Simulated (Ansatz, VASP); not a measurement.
**One calculation of NbSi2, two programs**

```xyz
9
Lattice="4.8190 0.0000 0.0000 -2.4095 4.1734 0.0000 0.0000 0.0000 6.5920" Properties=species:S:1:pos:R:3 pbc="T T T"
Nb    2.4095    0.0000    3.2960
Nb    1.2048    2.0867    5.4933
Nb   -1.2048    2.0867    1.0987
Si    0.0000    1.3346    3.2960
Si    3.6632    0.6673    5.4933
Si    1.2537    3.5061    1.0987
Si    2.4095    2.8387    3.2960
Si   -1.2537    3.5061    5.4933
Si    1.1558    0.6673    1.0987
```

Alike in both runs: task relaxation of cell and atoms; functional PBE; k mesh 12 × 12 × 6; occupations gaussian, width 0.1 eV; no spin polarisation.

```csv
,VASP,Ansatz
version,VASP 6.6.1,Ansatz 0.2.0
potentials or method,"VASP PAW PBE potentials, release 64 (Nb_sv, Si), cutoff 600 eV","scalar-relativistic, plane waves, PAW"
valence electrons in the cell,63,63
```

|  | VASP | Ansatz | Ansatz less VASP |
| --- | --- | --- | --- |
| gap on the k mesh at the Fermi level, each at its own relaxed structure (eV) | none | none | - |
| relaxed volume (Å³/atom) | 14.72 | 14.74 | +0.020 |
| relaxed length of the cell vector where the two differ most in proportion (Å) | 6.612 | 6.615 | +0.0032 |

A gap of «none» marks a metal or a gap that the smearing closes.
